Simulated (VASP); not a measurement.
**WS2: single point with PBE**

WS2:

```
CELL_PARAMETERS angstrom
4.37654 0.00000 0.00000
-2.18827 3.79020 0.00000
0.00000 0.00000 4.95832
ATOMIC_POSITIONS crystal
W 0.00000 0.00000 0.50000
S 0.33333 0.66667 0.50000
S 0.66667 0.33333 0.50000
```

* Program: VASP 6.6.1
* Task: single point
* Functional: PBE
* Potentials or basis: VASP PAW PBE potentials, release 64 (W_sv, S)
* Cutoff: 520 eV
* k mesh: 6 × 6 × 4
* Occupations: gaussian, width 0.1 eV
* Spin: collinear spin, ferrimagnetic start
* Starting moments: [1.51, -0.05, -0.05] μB

| Property | Result |
| --- | --- |
| Pressure | 0.2 GPa |
| Net moment | 2.24 μB per cell |
| Site moments | W +1.70; S -0.06 μB |
| Valence electrons inside the program's atomic spheres | W 11.77; S 3.66 |

Stress tensor (GPa, compression positive):
```
 0.33  0.00  0.00
 0.00  0.33  0.00
 0.00  0.00 -0.05
```

Levels at points of the mesh, in eV from the Fermi level:
Spin up:
```csv
k point,band 11,band 12,band 13,band 14,band 15,band 16,band 17,band 18
"(0.00, 0.00, 0.00)",-1.25,-1.25,-0.88,-0.88,0.01,3.66,3.79,3.79
"(0.50, 0.00, 0.00)",-1.85,-1.49,-1.15,0.09,0.83,1.54,4.86,5.10
"(0.00, 0.00, 0.50)",-1.22,-0.99,-0.96,-0.96,-0.12,3.79,3.79,4.03
"(0.50, 0.00, 0.50)",-2.17,-1.26,-0.83,0.10,0.83,1.48,2.96,5.69
```
Spin down:
| k point | band 8 | band 9 | band 10 | band 11 | band 12 | band 13 | band 14 | band 15 | band 16 | band 17 |
| --- | --- | --- | --- | --- | --- | --- | --- | --- | --- | --- |
| (0.00, 0.00, 0.00) | -6.95 | -4.05 | -1.18 | -1.18 | 0.00 | 0.08 | 0.81 | 0.81 | 4.36 | 4.40 |
| (0.50, 0.00, 0.00) | -5.56 | -3.73 | -2.65 | -1.79 | 0.04 | 0.43 | 0.80 | 1.43 | 2.89 | 4.97 |
| (0.00, 0.00, 0.50) | -6.94 | -4.48 | -1.15 | -1.15 | -0.13 | 0.72 | 0.72 | 1.31 | 4.41 | 4.41 |
| (0.50, 0.00, 0.50) | -5.54 | -4.01 | -2.65 | -2.08 | 0.05 | 0.29 | 1.43 | 1.64 | 2.85 | 4.12 |

It took 2.8 min on 1 thread of Intel(R) Xeon(R) Platinum 8375C CPU @ 2.90GHz (Ice Lake) (shared host), peak memory 0.28 GiB.

Caveat: spin-orbit coupling is left out, which moves the levels of the heavy elements.
